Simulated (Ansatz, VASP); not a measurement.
# One calculation of GaN, two programs

```
Ga N
1.0
     0.00000    2.24894    2.24894
     2.24894    0.00000    2.24894
     2.24894    2.24894    0.00000
Ga N
1 1
Direct
  0.00000 0.00000 0.00000
  0.75000 0.75000 0.75000
```

Alike in both runs: functional r2SCAN; k mesh 10 × 10 × 10; occupations gaussian, width 0.02 eV; no spin polarisation.

Ansatz relaxed the structure, and its values are those at the end. VASP's run is a single point on that final structure, the one shown.

|  | VASP | Ansatz |
| --- | --- | --- |
| version | VASP 6.6.1 | Ansatz 0.2.0 |
| potentials or method | VASP PAW PBE potentials, release 64 (Ga_d, N), cutoff 520 eV | scalar-relativistic, plane waves, PAW |
| valence electrons in the cell | 18 | 18 |

|  | VASP | Ansatz | Ansatz less VASP |
| --- | --- | --- | --- |
| gap on the k mesh at the Fermi level (eV) | 2.16 | 2.17 | +0.008 |
| least direct gap on the mesh (eV) | 2.16 | 2.17 | +0.008 |
| pressure (GPa) | 1.1 | 0.0 | -1.10 |

VASP's potentials were made for PBE, not for r2SCAN. The functional is the same, so the differences come from potentials, cutoffs and numerics.
